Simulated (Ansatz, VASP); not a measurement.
# One calculation of TiAl3, two programs

Contents of INCAR:

```
SYSTEM = TiAl3
ALGO     = Fast           ! electronic algorithm
EDIFF    = 1E-6           ! SCF threshold, eV
ENCUT    = 520            ! plane-wave cutoff, eV
GGA      = PS             ! functional
ISIF     = 2              ! what is computed and relaxed
ISMEAR   = 0              ! smearing method
LASPH    = .True.         ! aspherical terms in the spheres
LCHARG   = .False.        ! write CHGCAR
LREAL    = .False.        ! projectors in reciprocal space
LWAVE    = .False.        ! write WAVECAR
NBANDS   = 18             ! bands
NELM     = 80             ! most SCF steps
PREC     = Accurate       ! precision mode
SIGMA    = 0.15           ! smearing width, eV
```

KPOINTS

```
k-points
0
Gamma
  14 14 14
  0 0 0
```

The input POSCAR:

```
TiAl3
1.0
   -1.9075708801      1.9075708801      4.2765669297
    1.9075708801     -1.9075708801      4.2765669297
    1.9075708801      1.9075708801     -4.2765669297
Ti Al
1 3
Direct
    0.0089029735      0.0089029735      0.0000000000
    0.4839824791      0.4839824791      0.0000000000
    0.7501115340      0.2501115340      0.5000000000
    0.2501115340      0.7501115340      0.5000000000
```

Input for Ansatz:

```yaml
crystal:
  lattice:
    - [-1.9075708801, 1.9075708801, 4.2765669297]
    - [1.9075708801, -1.9075708801, 4.2765669297]
    - [1.9075708801, 1.9075708801, -4.2765669297]
  atoms:
    - { symbol: Ti, position: [0.0089029735, 0.0089029735, 0.0] }
    - { symbol: Al, position: [0.4839824791, 0.4839824791, 0.0] }
    - { symbol: Al, position: [0.750111534, 0.250111534, 0.5] }
    - { symbol: Al, position: [0.250111534, 0.750111534, 0.5] }
basis:
  ecutwfc: 520.0
kpoints:
  mp_grid: { grid: [14, 14, 14] }
hamiltonian:
  xc: pbesol
  pseudopotentials: { kind: paw, azcp: { folder: soft_1 } }
scf:
  occupations: { method: gaussian, width: 0.15 }
output:
  forces: true
  stress: true
  eigenvalues: true
```

Change from the starting cell: mode 4 frozen in at -0.137 Å and mode 5 at +0.000 Å (largest displacements).

Alike in both runs: task single point; functional PBEsol; k mesh 14 × 14 × 14; occupations gaussian, width 0.15 eV; no spin polarisation.

|  | VASP | Ansatz |
| --- | --- | --- |
| version | VASP 6.6.1 | Ansatz 0.2.0 |
| potentials or method | VASP PAW PBE potentials, release 64 (Ti_sv, Al), cutoff 520 eV | scalar-relativistic, plane waves, PAW |
| valence electrons in the cell | 21 | 21 |

|  | VASP | Ansatz | Ansatz less VASP |
| --- | --- | --- | --- |
| gap on the k mesh at the Fermi level (eV) | none | none | - |
| pressure (GPa) | 0.5 | 0.4 | -0.06 |
| rms of the force components (eV/Å) | 0.232 | 0.231 | -0.0008 |

VASP's potentials were made for PBE, not for PBEsol, and Ansatz warns of the same on its side. Atom by atom the forces differ by 0.001 eV/Å (rms over components). A gap of «none» marks a metal or a gap that the smearing closes.
